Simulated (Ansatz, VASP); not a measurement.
**K: VASP beside Ansatz**

POSCAR

```
K
1.0
    4.2981823094      0.0000000000      0.0000000000
    0.0000000000      4.2981823094      0.0000000000
    0.0000000000      0.0000000000      3.8726622607
K
1
Direct
    0.0000000000      0.0000000000      0.0000000000
```

INCAR.step1

```
PREC = Accurate
ENCUT = 520
ISMEAR = 0
SIGMA = 0.15
LREAL = F
LASPH = T
NELM = 60
NBANDS = 10
GGA = PE
ALGO = Normal
EDIFF = 1E-4
LWAVE = T
LCHARG = F
```

The input INCAR.step2:

```
PREC = Accurate
ENCUT = 520
EDIFF = 1E-7
ISMEAR = 0
SIGMA = 0.15
LREAL = F
LASPH = T
NELM = 60
ALGO = Normal
ISIF = 2
LWAVE = F
LCHARG = F
METAGGA = R2SCAN
LMIXTAU = T
NBANDS = 10
ISTART = 1
```

Contents of KPOINTS:

```
Automatic mesh
0
Gamma
  12 12 12
```

Input for Ansatz:

```yaml
crystal:
  lattice:
    - [4.2981823094, 0.0, 0.0]
    - [0.0, 4.2981823094, 0.0]
    - [0.0, 0.0, 3.8726622607]
  atoms:
    - { symbol: K, position: [0.0, 0.0, 0.0] }
basis:
  ecutwfc: 500
kpoints:
  mp_grid: { grid: [12, 12, 12] }
hamiltonian:
  xc: r2scan
scf:
  occupations: { method: gaussian, width: 0.15 }
output:
  forces: true
  stress: true
  eigenvalues: true
```

Alike in both runs: task single point; functional r2SCAN; k mesh 12 × 12 × 12; occupations gaussian, width 0.15 eV; no spin polarisation.

|  | VASP | Ansatz |
| --- | --- | --- |
| version | VASP 6.6.1 | Ansatz 0.2.0 |
| potentials or method | VASP PAW PBE potentials, release 64 (K_sv), cutoff 520 eV | scalar-relativistic, plane waves, PAW |
| valence electrons in the cell | 9 | 9 |

```tsv
	VASP	Ansatz	Ansatz less VASP
gap on the k mesh at the Fermi level (eV)	none	none	-
pressure (GPa)	0.4	0.4	+0.02
traceless stress, the component that is largest in VASP (GPa)	0.91	0.91	-0.003
```

VASP's potentials were made for PBE, not for r2SCAN. A gap of «none» marks a metal or a gap that the smearing closes.
